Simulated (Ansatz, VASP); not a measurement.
**InP: VASP beside Ansatz**

File INCAR:

```
SYSTEM = InP
PREC = Accurate
ENCUT = 520
EDIFF = 1E-7
ISMEAR = 0
SIGMA = 0.05
LREAL = .False.
LASPH = .True.
NELM = 80
ALGO = Normal
ISIF = 2
LWAVE = .False.
LCHARG = .False.
GGA = PE
NBANDS = 16
```

Contents of KPOINTS:

```
Automatic mesh
0
Gamma
  8 8 8
  0 0 0
```

File POSCAR:

```
InP
1.0
    0.0000000000      2.9598050000      2.9305000000
    2.9305000000      0.0000000000      2.9305000000
    2.9305000000      2.9598050000      0.0000000000
In P
1 1
Direct
    0.0000000000      0.0000000000      0.0000000000
    0.7500000000      0.7500000000      0.7500000000
```

Input for Ansatz:

```yaml
crystal:
  lattice:
    - [0.0, 2.959805, 2.9305]
    - [2.9305, 0.0, 2.9305]
    - [2.9305, 2.959805, 0.0]
  atoms:
    - { symbol: In, position: [0.0, 0.0, 0.0] }
    - { symbol: P, position: [0.75, 0.75, 0.75] }
basis:
  ecutwfc: 420
kpoints:
  mp_grid: { grid: [8, 8, 8] }
hamiltonian:
  xc: pbe
scf:
  occupations: { method: gaussian, width: 0.05 }
output:
  forces: true
  stress: true
  eigenvalues: true
```

Change from the starting cell: strain +0.0100 x Voigt [0, 1, 0, 0, 0, 0], atoms carried along.

Alike in both runs: task single point; functional PBE; k mesh 8 × 8 × 8; occupations gaussian, width 0.05 eV; no spin polarisation.

```csv
,VASP,Ansatz
version,VASP 6.6.1,Ansatz 0.2.0
potentials or method,"VASP PAW PBE potentials, release 64 (In_d, P), cutoff 520 eV","scalar-relativistic, plane waves, PAW"
valence electrons in the cell,18,18
```

```csv
,VASP,Ansatz,Ansatz less VASP
gap on the k mesh at the Fermi level (eV),0.64,0.64,+0.003
least direct gap on the mesh (eV),0.64,0.64,+0.003
pressure (GPa),2.6,2.6,+0.05
"traceless stress, the component that is largest in VASP (GPa)",-0.27,-0.27,0.000
```
